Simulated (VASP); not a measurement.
# GaN (F-43m) in VASP: notebook

GaN is run at these levels: LDA; tasks: single point.

Everything below comes from runs of VASP 6.6.1. Logs are shortened: lines on timing, memory, paths and dates and some standing lists are left out, and cuts for length are marked.

**1. The cell of the first run**

Symmetry: F-43m, No. 216, cubic system. The conventional cell has a = 4.470 Å, b = 4.470 Å, c = 4.470 Å, α = 90.00°, β = 90.00°, γ = 90.00°. Ga (site symmetry -43m) has 4 N at 1.94 Å within 2.6 Å. Within 2.6 Å of N (site symmetry -43m) lie 4 Ga at 1.94 Å.

**2. Single point, LDA**

The input, INCAR:

```
SYSTEM = GaN
PREC = Accurate ; ENCUT = 1330
EDIFF = 1E-6 ; ISMEAR = 0
SIGMA = 0.01 ; LREAL = .FALSE.
LASPH = .TRUE. ; NELM = 120
ALGO = Normal ; ISIF = 2
LWAVE = .FALSE. ; LCHARG = .FALSE.
NBANDS = 16 ; GGA_COMPAT = .FALSE.
```

The input, KPOINTS:

```
Automatic mesh
0
G
  10 10 10
  0 0 0
```

The input, POSCAR:

```
GaN
1.0
    2.2351959379      2.2351959379      0.0000000000
   -2.2351959379      2.2351959379      0.0000000000
    0.0000000000      2.2351959379      2.2351959379
Ga N
1 1
Direct
    0.0000000000      0.0000000000      0.0000000000
    0.2500000000      0.7500000000      0.5000000000
```

Potentials or basis: VASP PAW LDA potentials, release 64 (Ga_d, N_h).

Command:

```
$ cat potpaw_LDA.64/Ga_d/POTCAR potpaw_LDA.64/N_h/POTCAR > POTCAR
$ mpirun -np 1 vasp_std > vasp.out
```

OUTCAR:

```text
SYSTEM = GaN
   PREC = Accurate
   ENCUT = 1330
   EDIFF = 1E-6
   ISMEAR = 0
   LREAL = .FALSE.
   LASPH = .TRUE.
   NELM = 120
   ISIF = 2

 ion  position               nearest neighbor table
   1  0.000  0.000  0.000-   2 1.94   2 1.94   2 1.94   2 1.94
   2  0.250  0.750  0.500-   1 1.94   1 1.94   1 1.94   1 1.94

  LATTYP: Found a face centered cubic cell.
 ALAT       =     4.4703918758

  Lattice vectors:

 A1 = (   0.0000000000,   2.2351959379,   2.2351959379)
 A2 = (   2.2351959379,   0.0000000000,   2.2351959379)
 A3 = (   2.2351959379,   2.2351959379,   0.0000000000)

Analysis of symmetry for initial positions (statically):
=====================================================================
 Subroutine PRICEL returns:
 Original cell was already a primitive cell.

 Routine SETGRP: Setting up the symmetry group for a
 face centered cubic supercell.

 Subroutine GETGRP returns: Found 24 space group operations
 (whereof 24 operations were pure point group operations)
 out of a pool of 48 trial point group operations.

The static configuration has the point symmetry T_d .

Analysis of symmetry for dynamics (positions and initial velocities):
=====================================================================
 Subroutine PRICEL returns:
 Original cell was already a primitive cell.

 Routine SETGRP: Setting up the symmetry group for a
 face centered cubic supercell.

 Subroutine GETGRP returns: Found 24 space group operations
 (whereof 24 operations were pure point group operations)
 out of a pool of 48 trial point group operations.

The dynamic configuration has the point symmetry T_d .

 Subroutine INISYM returns: Found 24 space group operations
 (whereof 24 operations are pure point group operations),
 and found     1 'primitive' translations

----------------------------------------------------------------------------------------

                                     Primitive cell

  volume of cell :      22.3345

  direct lattice vectors                    reciprocal lattice vectors
     2.235195938  2.235195938  0.000000000     0.223694036  0.223694036 -0.223694036
    -2.235195938  2.235195938  0.000000000    -0.223694036  0.223694036 -0.223694036
     0.000000000  2.235195938  2.235195938     0.000000000  0.000000000  0.447388071

  length of vectors
     3.161044410  3.161044410  3.161044410     0.387449435  0.387449435  0.447388071

  position of ions in fractional coordinates (direct lattice)
     0.000000000  0.000000000  0.000000000
     0.250000000  0.750000000  0.500000000

  ion indices of the primitive-cell ions
   primitive index   ion index
                 1           1
                 2           2

----------------------------------------------------------------------------------------

 KPOINTS: Automatic mesh

Automatic generation of k-mesh.
 Grid dimensions read from file:
 generate k-points for:   10   10   10

 Generating k-lattice:

  Cartesian coordinates                     Fractional coordinates (reciprocal lattice)
     0.022369404  0.022369404 -0.022369404     0.100000000  0.000000000  0.000000000
    -0.022369404  0.022369404 -0.022369404     0.000000000  0.100000000  0.000000000
     0.000000000  0.000000000  0.044738807     0.000000000  0.000000000  0.100000000

  Length of vectors
     0.038744944  0.038744944  0.044738807

  Shift w.r.t. Gamma in fractional coordinates (k-lattice)
     0.000000000  0.000000000  0.000000000

 Subroutine IBZKPT returns following result:
 ===========================================

 Found     47 irreducible k-points:

 Following reciprocal coordinates:
            Coordinates               Weight
  0.000000  0.000000  0.000000      1.000000
  0.100000  0.000000  0.000000      8.000000
  0.200000  0.000000  0.000000      8.000000
  0.300000  0.000000  0.000000      8.000000
  0.400000  0.000000  0.000000      8.000000
  0.500000  0.000000  0.000000      4.000000
[... 16 lines left out ...]
  0.300000  0.300000  0.000000     12.000000
  0.400000  0.300000  0.000000     24.000000
 [... further k-points ...]
   k-points           NKPTS =     47   k-points in BZ     NKDIM =     47   number of bands    NBANDS=     16
   number of dos      NEDOS =    301   number of ions     NIONS =      2
   total plane-waves  NPLWV =  64000
   dimension x,y,z NGX =    40 NGY =   40 NGZ =   40
   dimension x,y,z NGXF=    80 NGYF=   80 NGZF=   80
   ions per type =               1   1
   NGX,Y,Z   is equivalent  to a cutoff of  21.04, 21.04, 21.04 a.u.
   NGXF,Y,Z  is equivalent  to a cutoff of  42.07, 42.07, 42.07 a.u.
 SYSTEM =  GaN
   PREC   = accura    normal or accurate (medium, high low for compatibility)
   ISTART =      0    job   : 0-new  1-cont  2-samecut
   ICHARG =      2    charge: 1-file 2-atom 10-const
   ISPIN  =      1    spin polarized calculation?
   LNONCOLLINEAR =      F non collinear calculations
   LSORBIT =      F    spin-orbit coupling
   LASPH  =      T    aspherical Exc in radial PAW
   ENCUT  = 1330.0 eV  97.75 Ry    9.89 a.u.   9.40  9.40  9.40*2*pi/ulx,y,z
   NELM   =    120;   NELMIN=  2; NELMDL= -5     # of ELM steps
   EDIFF  = 0.1E-05   stopping-criterion for ELM
   LREAL  =      F    real-space projection
   EDIFFG = 0.1E-04   stopping-criterion for IOM
   NSW    =      0    number of steps for IOM
   IBRION =     -1    ionic relax: 0-MD 1-quasi-New 2-CG
   NFREE  =      0    steps in history (QN), initial steepest desc. (CG)
   ISIF   =      2    stress and relaxation
   ISYM   =      2    0-nonsym 1-usesym 2-fastsym
   POTIM  = 0.5000    time-step for ionic-motion
   TEBEG  =    0.0;   TEEND  =   0.0 temperature during run
   PSTRESS=    0.0 pullay stress
   NELECT =      18.0000    total number of electrons
   NUPDOWN=      -1.0000    fix difference up-down
   EMIN   =  10.00;   EMAX   =-10.00  energy-range for DOS
   EFERMI =   0.00;   METHOD = LEGACY
   ISMEAR =     0;   SIGMA  =   0.01  broadening in eV -4-tet -1-fermi 0-gaus
   EFERMI_NEDOS =   21; number of points for ismear=-14 and -15
   IALGO  =     38    algorithm
   IMIX   =      4    mixing-type and parameters
     AMIX     =   0.40;   BMIX     =  1.00
     AMIX_MAG =   1.60;   BMIX_MAG =  1.00
  volume/ion in A,a.u.               =      11.17        75.36
  Fermi-wavevector in a.u.,A,eV,Ry     =   1.523492  2.878982 31.579485  2.321027
  Thomas-Fermi vector in A             =   2.631928
   LORBIT       =      0    0 simple, 1 ext, 2 COOP (PROOUT), +10 PAW based schemes
   GGA     = CA    functional components
   LHFCALC =     F    Hartree Fock is set to
   AEXX    =    0.0000 exact exchange contribution
   IVDW    =     0    specifies the selected vdW correction
   LEPSILON=     F    determine dielectric tensor
   LRPA    =     F    only Hartree local field effects (RPA)
 non-spin polarized calculation
 Gauss-broadening in eV      SIGMA  =   0.01
  energy-cutoff  :     1330.00
  volume of cell :       22.33
 maximum number of plane-waves:      2481
 NGX is ok and might be reduce to    40
   NGX = 19   NGY = 19   NGZ = 19

 number of electron      18.0000000 magnetization

 Free energy of the ion-electron system (eV)
  ---------------------------------------------------
  ext. energy  EPLUGINS =         0.00000000
  ---------------------------------------------------
  free energy    TOTEN  =       -13.94734414 eV

  energy without entropy =      -13.94734414  energy(sigma->0) =      -13.94734414

 E-fermi :   5.6956     XC(G=0): -12.2645

 val. band max:        5.6199978216   @ k =   0.0000   0.0000   0.0000
 cond. band min:       7.5283972677   @ k =   0.0000   0.0000   0.0000
 fundamental gap:      1.9083994461
 Fermi energy:         5.6956217472

 k-point     1 :       0.0000    0.0000    0.0000
  band No.  band energies     occupation
      1     -10.3962      2.00000
      2      -7.9584      2.00000
      3      -7.9584      2.00000
      4      -7.9584      2.00000
      5      -7.6150      2.00000
      6      -7.6150      2.00000
[... 8 lines left out ...]
     15      24.4878      0.00000
     16      24.4878      0.00000

 k-point     2 :       0.1000    0.0000    0.0000
  band No.  band energies     occupation
      1     -10.2789      2.00000
      2      -7.9438      2.00000
      3      -7.9438      2.00000
      4      -7.9196      2.00000
      5      -7.6165      2.00000
      6      -7.6165      2.00000
[... 8 lines left out ...]
     15      23.2131      0.00000
     16      23.2131      0.00000

 k-point     3 :       0.2000    0.0000    0.0000
  band No.  band energies     occupation
      1      -9.9849      2.00000
      2      -7.9100      2.00000
      3      -7.9100      2.00000
      4      -7.7511      2.00000
      5      -7.6153      2.00000
      6      -7.6153      2.00000
[... 8 lines left out ...]
     15      22.4410      0.00000
     16      22.4410      0.00000

 k-point     4 :       0.3000    0.0000    0.0000
  band No.  band energies     occupation
      1      -9.6792      2.00000
      2      -7.8800      2.00000
      3      -7.8800      2.00000
      4      -7.6008      2.00000
      5      -7.6008      2.00000
      6      -7.3234      2.00000
[... 8 lines left out ...]
     15      22.9366      0.00000
     16      22.9366      0.00000
[... 324 lines left out ...]
 k-point    22 :      -0.2000    0.2000    0.0000
  band No.  band energies     occupation
      1      -9.8587      2.00000
      2      -7.8552      2.00000
      3      -7.8552      2.00000
      4      -7.8087      2.00000
      5      -7.5910      2.00000
      6      -7.5864      2.00000
[... 8 lines left out ...]
     15      26.6551      0.00000
     16      27.2534      0.00000

 k-point    23 :       0.3000    0.3000    0.0000
  band No.  band energies     occupation
      1      -9.3474      2.00000
      2      -7.8482      2.00000
      3      -7.7502      2.00000
      4      -7.6462      2.00000
      5      -7.6123      2.00000
      6      -5.9476      2.00000
[... 8 lines left out ...]
     15      23.4557      0.00000
     16      28.2448      0.00000

 k-point    24 :       0.4000    0.3000    0.0000
  band No.  band energies     occupation
      1      -9.3145      2.00000
      2      -7.8405      2.00000
      3      -7.7166      2.00000
      4      -7.6741      2.00000
      5      -7.5803      2.00000
      6      -5.6767      2.00000
[... 8 lines left out ...]
     15      25.4918      0.00000
     16      28.4721      0.00000

 [... further k-points ...]

------------------------ aborting loop because EDIFF is reached ----------------------------------------

  FORCE on cell =-STRESS in cart. coord.  units (eV):
  Direction    XX          YY          ZZ          XY          YZ          ZX
  --------------------------------------------------------------------------------------
  -------------------------------------------------------------------------------------
  Total       -0.1479576     -0.1479576     -0.1479576     -0.0000000     -0.0000000     -0.0000000
  in kB      -10.6138007    -10.6138007    -10.6138007     -0.0000000     -0.0000000     -0.0000000
  external PRESSURE =     -10.6138007 kB  Pullay stress =       0.0000000 kB

 VOLUME and BASIS-vectors are now :
 -----------------------------------------------------------------------------
  energy-cutoff  :     1330.00
  volume of cell :       22.33
      direct lattice vectors                 reciprocal lattice vectors
     2.235195938  2.235195938  0.000000000     0.223694036  0.223694036 -0.223694036
    -2.235195938  2.235195938  0.000000000    -0.223694036  0.223694036 -0.223694036
     0.000000000  2.235195938  2.235195938     0.000000000  0.000000000  0.447388071

 POSITION                                       TOTAL-FORCE (eV/Angst)
 -----------------------------------------------------------------------------------
      0.00000      0.00000      0.00000         0.000000      0.000000      0.000000
     -1.11760      3.35279      1.11760        -0.000000      0.000000      0.000000
 -----------------------------------------------------------------------------------
    total drift:                                0.000000     -0.000000      0.000000

  FREE ENERGIE OF THE ION-ELECTRON SYSTEM (eV)
  ---------------------------------------------------
  free  energy   TOTEN  =       -13.9473441359 eV

  energy  without entropy=      -13.9473441359  energy(sigma->0) =      -13.94734414
```

Run time: 62 s. Hardware: 1 thread of Intel Xeon Platinum 8259CL at 2.50GHz (Skylake/Cascade Lake), shared host; peak memory 0.24 GiB.

What came out:

* Free energy: -13.9473 eV
* Pressure: -1.1 GPa
* Band gap on the k mesh: 1.91 eV

Levels at points of the mesh, in eV from the valence-band top:
| k point | band 6 | band 7 | band 8 | band 9 | band 10 | band 11 | band 12 | band 13 |
| --- | --- | --- | --- | --- | --- | --- | --- | --- |
| (0.00, 0.00, 0.00) | -13.23 | 0.00 | 0.00 | 0.00 | 1.91 | 10.27 | 10.27 | 10.27 |
| (0.50, 0.00, 0.00) | -11.85 | -7.28 | -1.01 | -1.01 | 4.71 | 8.72 | 10.33 | 10.33 |
| (0.50, 0.50, 0.00) | -11.38 | -6.31 | -2.82 | -2.82 | 3.26 | 6.63 | 11.68 | 14.02 |

**3. Single point, LDA**

This run uses another cell than the first one, of 10.57 Å³/atom.

Edit INCAR of step 2 so:

```diff
@@ -7,2 +7,3 @@
 LWAVE = .FALSE. ; LCHARG = .FALSE.
-NBANDS = 16 ; GGA_COMPAT = .FALSE.
+GGA = CA ; NBANDS = 16
+GGA_COMPAT = .FALSE.
```

The input, KPOINTS:

```
regular mesh
0
G
  10 10 10
  0 0 0
```

The input, POSCAR:

```
GaN
1.0
    2.1946664748      2.1946664748      0.0000000000
   -2.1946664748      2.1946664748      0.0000000000
    0.0000000000      2.1946664748      2.1946664748
Ga N
1 1
Direct
    0.0000000000      0.0000000000      0.0000000000
    0.2500000000      0.7500000000      0.5000000000
```

Potentials or basis: VASP PAW LDA potentials, release 64 (Ga_d, N_h).

Command:

```
$ cat potpaw_LDA.64/Ga_d/POTCAR potpaw_LDA.64/N_h/POTCAR > POTCAR
$ mpirun -np 1 vasp_std > vasp.out
```

It took 54 s on 1 thread of Intel Xeon Platinum 8259CL at 2.50GHz (Skylake/Cascade Lake), shared host; peak memory 0.24 GiB.

Results (log left out):

```
Free energy            : -13.9105 eV
Pressure               : 11.1 GPa
Band gap on the k mesh : 2.26 eV
```

Levels at points of the mesh, in eV from the valence-band top:
```tsv
k point	band 5	band 6	band 7	band 8	band 9	band 10	band 11	band 12	band 13	band 14
(0.00, 0.00, 0.00)	-13.25	-13.25	0.00	0.00	0.00	2.26	10.61	10.61	10.61	18.37
(0.50, 0.00, 0.00)	-13.19	-11.87	-7.67	-1.08	-1.08	5.09	8.99	10.62	10.62	16.08
(0.50, 0.50, 0.00)	-13.15	-11.41	-6.54	-3.03	-3.03	3.27	6.94	12.09	14.60	14.60
```

Caveat: the cell stands under pressure.
